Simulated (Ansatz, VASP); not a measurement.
Li2H in VASP and in Ansatz

```xyz
6
Lattice="1.4030 -2.4133 -0.0086 -4.0027 -2.2941 0.0013 -0.0253 1.5761 -5.1718" Properties=species:S:1:pos:R:3 pbc="T T T"
Li   -2.6329   -3.1338   -3.8526
Li   -1.3364   -0.8436   -3.9770
Li   -1.3591   -2.4413   -1.1773
Li    0.0380    0.0699   -1.1340
H    -1.3492   -2.2643   -5.3194
H     0.1080   -0.0291   -5.2441
```

Change from the starting cell: cell x2, atoms moved at random (sigma 0.1 Å) and cell strained at random (1.5 %), then relaxed without symmetry.

Alike in both runs: task relaxation of cell and atoms; functional PBE; k mesh 8 × 4 × 8; occupations gaussian, width 0.2 eV; no spin polarisation.

```csv
,VASP,Ansatz
version,VASP 6.6.1,Ansatz 0.2.0
potentials or method,"VASP PAW PBE potentials, release 64 (Li_sv, H), cutoff 600 eV","scalar-relativistic, plane waves, PAW"
valence electrons in the cell,14,14
```

Ansatz gave:

```
gap on the k mesh at the Fermi level, each at its own relaxed structure (eV) : none
relaxed volume (Å³/atom)                                                     : 11.66
relaxed cell length with the largest relative difference (Å)                 : 2.804
```

Task: What did VASP give for the same quantities?

Result: gap on the k mesh at the Fermi level, each at its own relaxed structure (eV): none; relaxed volume (Å³/atom): 11.63; relaxed cell length with the largest relative difference (Å): 2.798.

A gap of «none» marks a metal or a gap that the smearing closes.

Noted on VASP's run: the cutoff is short for stress, so the pressure is rough.
